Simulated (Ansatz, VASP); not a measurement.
# One calculation of Nb, two programs

The input INCAR:

```
SYSTEM = Nb
  ALGO = Fast
  EDIFF = 1E-6
  ENCUT = 520
  GGA = PE
  ISIF = 2
  ISMEAR = 0
  LASPH = .TRUE.
  LCHARG = .FALSE.
  LREAL = .FALSE.
  LWAVE = .FALSE.
  NBANDS = 12
  NELM = 80
  PREC = Accurate
  SIGMA = 0.15
```

Contents of KPOINTS:

```
k-points
0
G
  20 20 20
  0 0 0
```

POSCAR

```
Nb
1.0
   -1.6389907500      1.6389907500      1.6639500000
    1.6389907500     -1.6389907500      1.6639500000
    1.6389907500      1.6389907500     -1.6639500000
Nb
1
Direct
    0.0000000000      0.0000000000      0.0000000000
```

Input for Ansatz:

```yaml
crystal:
  lattice:
    - [-1.63899075, 1.63899075, 1.66395]
    - [1.63899075, -1.63899075, 1.66395]
    - [1.63899075, 1.63899075, -1.66395]
  atoms:
    - { symbol: Nb, position: [0.0, 0.0, 0.0] }
basis:
  ecutwfc: 420
kpoints:
  mp_grid: { grid: [20, 20, 20] }
hamiltonian:
  xc: pbe
scf:
  occupations: { method: gaussian, width: 0.15 }
output:
  forces: true
  stress: true
  eigenvalues: true
```

Change from the starting cell: strain -0.015 along x and y, +0.000 along z, atoms carried along.

Alike in both runs: task single point; functional PBE; k mesh 20 × 20 × 20; occupations gaussian, width 0.15 eV; no spin polarisation.

```csv
,VASP,Ansatz
version,VASP 6.6.1,Ansatz 0.2.0
potentials or method,"VASP PAW PBE potentials, release 64 (Nb_sv), cutoff 520 eV","scalar-relativistic, plane waves, PAW"
valence electrons in the cell,13,13
```

```csv
,VASP,Ansatz,Ansatz less VASP
gap on the k mesh at the Fermi level (eV),none,none,-
pressure (GPa),2.1,2.4,+0.34
"traceless stress, the component that is largest in VASP (GPa)",-1.22,-1.23,-0.006
```

A gap of «none» marks a metal or a gap that the smearing closes. The functional is the same, so the differences come from potentials, cutoffs and numerics.
